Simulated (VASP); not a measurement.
Write the native input for VASP 6.6.1 that does the following.

```
Task                               : single point
Functional                         : r2SCANh
Potentials or basis                : VASP PAW PBE potentials, release 64 (Si, Se)
Cutoff                             : 520 eV
k mesh                             : 5 × 5 × 4
Occupations                        : fermi-dirac, width 0.05 eV
Spin                               : no spin polarisation
Dipole correction                  : no
Grid for exact exchange (PRECFOCK) : Normal
Further INCAR settings             : ALGO = Normal; EDIFF = 1e-06; NBANDS = 12
```

SiSe:

```
CELL_PARAMETERS angstrom
3.59520 0.00000 0.00000
-1.79760 3.11353 0.00000
0.00000 0.00000 3.59873
ATOMIC_POSITIONS crystal
Si 0.66667 0.33333 0.50000
Se 0.00000 0.00000 0.00000
```

These files were run (other wordings do the same):

POSCAR

```
SiSe
1.0
    3.5952000000      0.0000000000      0.0000000000
   -1.7976000000      3.1135300000      0.0000000000
    0.0000000000      0.0000000000      3.5987300000
Si Se
1 1
Direct
    0.6666700000      0.3333300000      0.5000000000
    0.0000000000      0.0000000000      0.0000000000
```

INCAR.step1

```
SYSTEM = SiSe
PREC = Accurate
ENCUT = 520
EDIFF = 1E-5
ISMEAR = -1
SIGMA = 0.05
LREAL = .False.
LASPH = .True.
NELM = 60
ALGO = Normal
ISIF = 2
LWAVE = .True.
LCHARG = .False.
NBANDS = 12
GGA = PE
```

INCAR.step2

```
SYSTEM = SiSe
PREC = Accurate
ENCUT = 520
EDIFF = 1E-6
ISMEAR = -1
SIGMA = 0.05
LREAL = .False.
LASPH = .True.
NELM = 60
ALGO = Normal
ISIF = 2
LWAVE = .False.
LCHARG = .False.
METAGGA = R2SCAN
LHFCALC = .True.
AEXX = 0.1
LMIXTAU = .True.
PRECFOCK = Normal
NBANDS = 12
ISTART = 1
```

KPOINTS

```
Automatic mesh
0
Gamma
  5 5 4
  0 0 0
```

Potentials or basis: VASP PAW PBE potentials, release 64 (Si, Se).

Run with:

```sh
$ cat potpaw_PBE.64/Si/POTCAR potpaw_PBE.64/Se/POTCAR > POTCAR
$ cp INCAR.step1 INCAR
$ mpirun -np 1 vasp_std > vasp.out
$ cp INCAR.step2 INCAR
$ mpirun -np 1 vasp_std > vasp.out
```

It gave:

```yaml
Pressure: -1.8 GPa
Band_gap_on_the_k_mesh: zero (band 5 reaches 8.19 eV, above the bottom of band 6 at 4.61 eV)
```

Caveat: the k points lie up to 0.44 Å⁻¹ apart; the PAW data sets were made with another functional, which shifts forces and pressure a little.

Wall time 8.1 min on 1 thread of Intel(R) Xeon(R) 6975P-C (Granite Rapids), on a shared host, peak memory 0.18 GiB.
